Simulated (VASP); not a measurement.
ZnSe, 4 atoms in the cell. It takes space group P4/nmm (No. 129, tetragonal). Conventional cell: a = 3.863 Å, b = 3.863 Å, c = 4.941 Å, α = 90.00°, β = 90.00°, γ = 90.00°. Within 3.1 Å of Zn (site symmetry -4m2) lie 4 Se at 2.37 Å and 4 Zn at 2.73 Å. Within 3.1 Å of Se (site symmetry 4mm) lie 4 Zn at 2.37 Å. 

```yaml
Program: VASP 6.6.1
Task: single point
Functional: LDA
Potentials_or_basis: VASP PAW LDA potentials, release 64 (Zn, Se)
Cutoff: 520 eV
k_mesh: 8 × 8 × 6
Occupations: gaussian, width 0.05 eV
Spin: no spin polarisation
Dipole_correction: no
Further_INCAR_settings: ALGO = Normal; EDIFF = 1e-06; NBANDS = 26
```

Potentials or basis: VASP PAW LDA potentials, release 64 (Zn, Se).

Launch:

```sh
$ cat potpaw_LDA.64/Zn/POTCAR potpaw_LDA.64/Se/POTCAR > POTCAR
$ mpirun -np 1 vasp_std > vasp.out
```

Hardware: 1 thread of Intel(R) Xeon(R) Platinum 8488C (Sapphire Rapids), on a shared host.

Q: Estimate the wall time of this run.

A: Wall time 95 s on 1 thread of Intel(R) Xeon(R) Platinum 8488C (Sapphire Rapids), with other jobs on the host, peak memory 0.22 GiB. Counts: scf iterations 12, k points 60.
